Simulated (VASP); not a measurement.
Input of a VASP 6.6.1 run:

File POSCAR:

```
CdF2
1.0
    0.0000000000      2.6941776810      2.6941776810
    2.6941776810      0.0000000000      2.6941776810
    2.6941776810      2.6941776810      0.0000000000
Cd F
1 2
Direct
    0.0000000000      0.0000000000      0.0000000000
    0.2500000000      0.2500000000      0.2500000000
    0.7500000000      0.7500000000      0.7500000000
```

Contents of INCAR.step1:

```
SYSTEM = CdF2
PREC     = Accurate       ! precision mode
ENCUT    = 520            ! plane-wave cutoff, eV
EDIFF    = 1E-5           ! SCF threshold, eV
ISMEAR   = 0              ! smearing method
SIGMA    = 0.01           ! smearing width, eV
LREAL    = .False.        ! projectors in reciprocal space
LASPH    = .True.         ! aspherical terms in the spheres
NELM     = 100            ! most SCF steps
ALGO     = Normal         ! electronic algorithm
ISIF     = 2              ! what is computed and relaxed
LWAVE    = .True.         ! write WAVECAR
GGA      = PE             ! functional
NBANDS   = 20             ! bands
```

Contents of INCAR.step2:

```
SYSTEM = CdF2
PREC     = Accurate       ! precision mode
ENCUT    = 520            ! plane-wave cutoff, eV
EDIFF    = 1E-6           ! SCF threshold, eV
ISMEAR   = 0              ! smearing method
SIGMA    = 0.01           ! smearing width, eV
LREAL    = .False.        ! projectors in reciprocal space
LASPH    = .True.         ! aspherical terms in the spheres
NELM     = 100            ! most SCF steps
ALGO     = Normal         ! electronic algorithm
ISIF     = 2              ! what is computed and relaxed
LWAVE    = .False.        ! write WAVECAR
LCHARG   = .True.         ! write CHGCAR
GGA      = PE             ! functional
LHFCALC  = .True.         ! exact exchange
AEXX     = 0.35           ! exact-exchange fraction
HFSCREEN = 0.5            ! screening, 1/A
PRECFOCK = Normal       
LELF     = .True.         ! ELF
LVHAR    = .True.       
ISTART   = 1            
NBANDS   = 20             ! bands
```

Contents of KPOINTS:

```
Automatic mesh
0
Gamma
  4 4 4
  0 0 0
```

Potentials or basis: VASP PAW PBE potentials, release 64 (Cd, F).

Launch:

```sh
$ cat potpaw_PBE.64/Cd/POTCAR potpaw_PBE.64/F/POTCAR > POTCAR
$ cp INCAR.step1 INCAR
$ mpirun -np 1 vasp_std > vasp.out
$ cp INCAR.step2 INCAR
$ mpirun -np 1 vasp_std > vasp.out
```

Task: Estimate the pressure.

Result: 2.0 GPa.

Task: Estimate the band gap on the k mesh.

Result: 4.99 eV (least direct gap 5.59 eV).

Caveat: the k points lie up to 0.50 Å⁻¹ apart; the PAW data sets were made with another functional, which shifts forces and pressure a little. A k mesh can miss the band edges.
